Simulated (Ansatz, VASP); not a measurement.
**One calculation of Zr3S2, two programs**

```xyz
5
Lattice="4.7007 0.0000 0.0000 -2.3504 4.0709 0.0000 0.0000 0.0000 6.2996" Properties=species:S:1:pos:R:3 pbc="T T T"
Zr    0.0000    2.7140    3.1498
Zr    2.3504    1.3570    3.1498
Zr    0.0000    0.0000    0.0000
S     0.0000    2.7140    0.0000
S     2.3504    1.3570    0.0000
```

Alike in both runs: task relaxation of cell and atoms; functional PBE; k mesh 6 × 6 × 4; occupations gaussian, width 0.1 eV; no spin polarisation.

```csv
,VASP,Ansatz
version,VASP 6.6.1,Ansatz 0.2.0
potentials or method,"VASP PAW PBE potentials, release 64 (Zr_sv, S), cutoff 600 eV","scalar-relativistic, plane waves, PAW"
valence electrons in the cell,48,48
```

Ansatz gave:

* gap on the k mesh at the Fermi level, each at its own relaxed structure (eV): none
* relaxed volume (Å³/atom): 20.94
* relaxed cell length with the largest relative difference (Å): 4.868

Q: Estimate VASP's values.

A: gap on the k mesh at the Fermi level, each at its own relaxed structure (eV): none; relaxed volume (Å³/atom): 20.94; relaxed cell length with the largest relative difference (Å): 4.871.

A gap of «none» marks a metal or a gap that the smearing closes.
